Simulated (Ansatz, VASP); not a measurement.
Bi in VASP and in Ansatz

```xyz
1
Lattice="-1.8909 1.8909 2.0966 1.8909 -1.8909 2.0966 1.8909 1.8909 -2.0966" Properties=species:S:1:pos:R:3 pbc="T T T"
Bi    0.0000    0.0000    0.0000
```

Change from the starting cell: strain +e along x and -e along y +0.0000, strain +e along z and -e/2 along x and y +0.0700.

Alike in both runs: task single point; functional PBE; dispersion D3(BJ); k mesh 16 × 16 × 16; occupations gaussian, width 0.15 eV; no spin polarisation.

```csv
,VASP,Ansatz
version,VASP 6.6.1,Ansatz 0.2.0
potentials or method,"VASP PAW PBE potentials, release 64 (Bi_d), cutoff 520 eV","scalar-relativistic, plane waves, PAW"
valence electrons in the cell,15,15
```

VASP gave:

| Property | Result |
| --- | --- |
| gap on the k mesh at the Fermi level (eV) | none |
| pressure (GPa) | 0.3 |
| traceless stress, the component that is largest in VASP (GPa) | -1.22 |

Which values does Ansatz return?

gap on the k mesh at the Fermi level (eV): none; pressure (GPa): 0.4; traceless stress, the component that is largest in VASP (GPa): -1.23.

A gap of «none» marks a metal or a gap that the smearing closes.

Spin-orbit coupling is off throughout.
